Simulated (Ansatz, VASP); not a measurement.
NaTa3O3 in VASP and in Ansatz

```
CELL_PARAMETERS angstrom
2.92338 0.00000 0.00000
-1.46169 2.53172 0.00000
0.00000 0.00000 11.86553
ATOMIC_POSITIONS crystal
Na 0.00000 0.00000 0.99515
Ta 0.66667 0.33333 0.45834
Ta 0.00000 0.00000 0.73511
Ta 0.00000 0.00000 0.24683
O 0.33333 0.66667 0.62109
O 0.33333 0.66667 0.84698
O 0.66667 0.33333 0.13050
```

Alike in both runs: functional PBE; k mesh 6 × 6 × 2; occupations gaussian, width 0.2 eV; no spin polarisation.

Ansatz relaxed the structure, and its values are those at the end. VASP's run is a single point on that final structure, the one shown.

```csv
,VASP,Ansatz
version,VASP 6.6.1,Ansatz 0.2.0
potentials or method,"VASP PAW PBE potentials, release 64 (Na_pv, Ta_pv, O), cutoff 520 eV","scalar-relativistic, plane waves, PAW"
valence electrons in the cell,58,66
```

|  | VASP | Ansatz | Ansatz less VASP |
| --- | --- | --- | --- |
| gap on the k mesh at the Fermi level (eV) | none | none | - |
| pressure (GPa) | 0.4 | -0.1 | -0.40 |
| rms of the force components (eV/Å) | 0.016 | 0.018 | +0.0028 |

A gap of «none» marks a metal or a gap that the smearing closes. VASP's potentials hold 58 valence electrons a cell and Ansatz's 66, so a difference there can come from the potentials and not from the codes.

The k mesh is coarse, so the values compare programs but aren't converged. Neither program's run includes spin-orbit coupling.
